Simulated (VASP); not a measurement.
Write the native input for VASP 6.6.1 that does the following.

```yaml
Task: single point
Functional: PBE
Potentials_or_basis: VASP PAW PBE potentials, release 64 (Si, Mg)
Cutoff: 600 eV
k_mesh: 8 × 8 × 8
Occupations: fermi-dirac, width 0.02 eV
Spin: no spin polarisation
Dipole_correction: no
Further_INCAR_settings: ALGO = Normal; EDIFF = 1e-06; NBANDS = 11
```

The structure of Mg2Si lies in POSCAR:

```
Mg2Si
1.0
    0.0000000000      3.1689631868      3.1689631868
    3.1689631868      0.0000000000      3.1689631868
    3.1689631868      3.1689631868      0.0000000000
Si Mg
1 2
Direct
    0.0000000000      0.0000000000      0.0000000000
    0.2500000000      0.2500000000      0.2500000000
    0.7500000000      0.7500000000      0.7500000000
```

The input as run:

INCAR

```
SYSTEM = Mg2Si
PREC = Accurate ; ENCUT = 600
EDIFF = 1E-6 ; ISMEAR = -1
SIGMA = 0.02 ; LREAL = .False.
LASPH = .True. ; NELM = 120
ALGO = Normal ; ISIF = 2
LWAVE = .False. ; LCHARG = .True.
GGA = PE ; LELF = .True.
LVHAR = .True. ; NBANDS = 11
GGA_COMPAT = .False.
```

KPOINTS

```
regular mesh
0
Gamma
  8 8 8
  0 0 0
```

Potentials or basis: VASP PAW PBE potentials, release 64 (Si, Mg).

The run is started by

```sh
$ cat potpaw_PBE.64/Si/POTCAR potpaw_PBE.64/Mg/POTCAR > POTCAR
$ mpirun -np 1 vasp_std > vasp.out
```

It gave:

```json
{
  "Pressure": "0.6 GPa",
  "Band gap on the k mesh": "0.20 eV (least direct gap 1.91 eV)"
}
```

It took 27 s on 1 thread of Intel Xeon 8259CL (shared host), peak memory 0.21 GiB.
